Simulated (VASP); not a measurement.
# Te2Mo (P6_3/mmc) in VASP: a series of runs, part 2 of 2

VASP 6.6.1. Earlier steps stand in the parts before.

**3. Single point, PBE+D3(BJ) (strain -0.0450 x Voigt [1, 1, 0, 0, 0, 0])**

INCAR

```
PREC = Accurate
ENCUT = 520
EDIFF = 1E-6
ISMEAR = 0
SIGMA = 0.05
LREAL = False
LASPH = True
NELM = 100
ALGO = Normal
ISIF = 2
LWAVE = False
LCHARG = False
GGA = PE
IVDW = 12
NBANDS = 35
```

KPOINTS

```
Automatic mesh
0
Gamma
  12 12 2
```

POSCAR

```
Te2Mo
1.0
    3.3390630979      0.0000000000      0.0000000000
   -1.6695315489      2.8917134677      0.0000000000
    0.0000000000      0.0000000000     13.7008448353
Te Mo
4 2
Direct
    0.3333333333      0.6666666667      0.6173401526
    0.6666666667      0.3333333333      0.1173401526
    0.3333333333      0.6666666667      0.8826598474
    0.6666666667      0.3333333333      0.3826598474
    0.3333333333      0.6666666667      0.2500000000
    0.6666666667      0.3333333333      0.7500000000
```

Potentials or basis: VASP PAW PBE potentials, release 64 (Te, Mo_sv).

Started as:

```console
cat potpaw_PBE.64/Te/POTCAR potpaw_PBE.64/Mo_sv/POTCAR > POTCAR
mpirun -np 1 vasp_std > vasp.out
```

OUTCAR:

```text
PREC = Accurate
   ENCUT = 520
   EDIFF = 1E-6
   ISMEAR = 0
   LREAL = False
   LASPH = True
   NELM = 100
   ISIF = 2
   GGA = PE
   IVDW = 12
 IVDW          = 12

 ion  position               nearest neighbor table
   1  0.333  0.667  0.617-   6 2.65   6 2.65   6 2.65   3 3.64
   2  0.667  0.333  0.117-   5 2.65   5 2.65   5 2.65   4 3.64
   3  0.333  0.667  0.883-   6 2.65   6 2.65   6 2.65   1 3.64
   4  0.667  0.333  0.383-   5 2.65   5 2.65   5 2.65   2 3.64
   5  0.333  0.667  0.250-   2 2.65   4 2.65   2 2.65   4 2.65   2 2.65   4 2.65
   6  0.667  0.333  0.750-   1 2.65   3 2.65   1 2.65   3 2.65   1 2.65   3 2.65

  LATTYP: Found a hexagonal cell.
 ALAT       =     3.3390630979
 C/A-ratio  =     4.1032003390

  Lattice vectors:

 A1 = (   3.3390630979,   0.0000000000,   0.0000000000)
 A2 = (  -1.6695315489,   2.8917134677,   0.0000000000)
 A3 = (   0.0000000000,   0.0000000000,  13.7008448353)

Analysis of symmetry for initial positions (statically):
=====================================================================
 Subroutine PRICEL returns:
[... 185 lines left out ...]
 cond. band min:      10.4753315185   @ k =   0.2500   0.1667   0.0000
 fundamental gap:      0.4894694663
 Fermi energy:        10.2179901192

 k-point     1 :       0.0000    0.0000    0.0000
  band No.  band energies     occupation
      1     -50.7949      2.00000
      2     -50.7949      2.00000
      3     -25.0889      2.00000
      4     -25.0888      2.00000
      5     -24.8026      2.00000
      6     -24.8026      2.00000
[... 901 lines left out ...]
     34      13.8205      0.00000
     35      15.2843      0.00000

 [... further k-points ...]

------------------------ aborting loop because EDIFF is reached ----------------------------------------

 Edisp (eV)   -3.64649

 E8    (eV) :    -1.6781

  FORCE on cell =-STRESS in cart. coord.  units (eV):
  Direction    XX          YY          ZZ          XY          YZ          ZX
  --------------------------------------------------------------------------------------
  -------------------------------------------------------------------------------------
  Total       9.89059     9.89059     7.17063     0.00000     0.00000     0.00000
  in kB     119.78592   119.78592    86.84412     0.00000     0.00000     0.00000
  external pressure =      108.81 kB  Pullay stress =        0.00 kB

 VOLUME and BASIS-vectors are now :
 -----------------------------------------------------------------------------
  energy-cutoff  :      520.00
  volume of cell :      132.29
      direct lattice vectors                 reciprocal lattice vectors
     3.339063098  0.000000000  0.000000000     0.299485206  0.172907864  0.000000000
    -1.669531549  2.891713468  0.000000000     0.000000000  0.345815729  0.000000000
     0.000000000  0.000000000 13.700844835     0.000000000  0.000000000  0.072988200

 POSITION                                       TOTAL-FORCE (eV/Angst)
 -----------------------------------------------------------------------------------
     -0.00000      1.92781      8.45808        -0.000000     -0.000000     -0.944208
      1.66953      0.96390      1.60766        -0.000000     -0.000000     -0.944208
     -0.00000      1.92781     12.09319        -0.000000     -0.000000      0.944208
      1.66953      0.96390      5.24276        -0.000000     -0.000000      0.944208
     -0.00000      1.92781      3.42521        -0.000000      0.000000      0.000000
      1.66953      0.96390     10.27563         0.000000     -0.000000      0.000000
 -----------------------------------------------------------------------------------
    total drift:                               -0.000000      0.000000     -0.000000

  FREE ENERGIE OF THE ION-ELECTRON SYSTEM (eV)
  ---------------------------------------------------
  free  energy   TOTEN  =       -38.7919101982 eV

  energy  without entropy=      -38.7919101982  energy(sigma->0) =      -38.79191020
```

OSZICAR:

```text
N       E                     dE             d eps       ncg     rms          rms(c)
DAV:   1     0.418259108878E+03    0.41826E+03   -0.27309E+04  2980   0.135E+03
DAV:   2    -0.143043988538E+02   -0.43256E+03   -0.41877E+03  3191   0.335E+02
DAV:   3    -0.358317503516E+02   -0.21527E+02   -0.21052E+02  3279   0.651E+01
DAV:   4    -0.363007310585E+02   -0.46898E+00   -0.46726E+00  3093   0.950E+00
DAV:   5    -0.363101624982E+02   -0.94314E-02   -0.94293E-02  3259   0.144E+00    0.265E+01
DAV:   6    -0.354056503912E+02    0.90451E+00   -0.29706E+00  2889   0.978E+00    0.102E+01
DAV:   7    -0.353481343917E+02    0.57516E-01   -0.21397E+00  2841   0.607E+00    0.478E+00
DAV:   8    -0.351436259752E+02    0.20451E+00   -0.69354E-01  2809   0.441E+00    0.296E+00
DAV:   9    -0.351522583542E+02   -0.86324E-02   -0.94305E-02  3127   0.133E+00    0.166E+00
DAV:  10    -0.351455033783E+02    0.67550E-02   -0.36164E-02  2866   0.111E+00    0.763E-01
DAV:  11    -0.351454883170E+02    0.15061E-04   -0.16878E-03  2892   0.221E-01    0.301E-01
DAV:  12    -0.351454977469E+02   -0.94299E-05   -0.14926E-04  3173   0.590E-02    0.285E-01
DAV:  13    -0.351454224251E+02    0.75322E-04   -0.17063E-04  2877   0.715E-02    0.737E-02
DAV:  14    -0.351454245558E+02   -0.21306E-05   -0.84757E-06  2810   0.128E-02    0.703E-02
DAV:  15    -0.351454206114E+02    0.39444E-05   -0.40981E-06  2395   0.115E-02    0.380E-02
DAV:  16    -0.351454188014E+02    0.18100E-05   -0.22708E-06  1930   0.788E-03    0.116E-02
DAV:  17    -0.351454187833E+02    0.18053E-07   -0.22986E-07  1411   0.241E-03
   1 F= -.38791910E+02 E0= -.38791910E+02  d E =-.131798E-12
```

It took 100 s on 1 thread of Intel Xeon 6975P-C (Granite Rapids), shared host; peak memory 0.36 GiB.

What came out:

* Free energy: -38.7919 eV
* Pressure: 10.9 GPa
* Largest force: 0.944 eV/Å
* Band gap on the k mesh: 0.49 eV (least direct gap 0.87 eV)
* Dispersion energy per atom: -0.608 eV

Forces in eV/Å, atoms in the order of the input:
```
Te   0.000  0.000 -0.944
Te   0.000  0.000 -0.944
Te   0.000  0.000  0.944
Te   0.000  0.000  0.944
Mo   0.000  0.000  0.000
Mo   0.000  0.000  0.000
```

Levels at points of the mesh, in eV from the valence-band top:
```csv
k point,band 23,band 24,band 25,band 26,band 27,band 28,band 29,band 30
"(0.00, 0.00, 0.00)",-0.96,-0.96,-0.66,-0.34,3.42,3.42,3.61,3.61
"(0.50, 0.00, 0.00)",-1.34,-1.29,-0.41,0.00,1.45,1.57,1.63,2.03
"(0.00, 0.00, 0.50)",-0.98,-0.98,-0.43,-0.43,3.47,3.47,3.47,3.47
"(0.50, 0.00, 0.50)",-1.29,-1.29,-0.21,-0.21,1.60,1.60,1.74,1.74
```

Caveat: the cell differs from its parent crystal (strain -0.0450 x Voigt [1, 1, 0, 0, 0, 0]); the cell stands under pressure; spin-orbit coupling is left out, which moves the levels of the heavy elements.
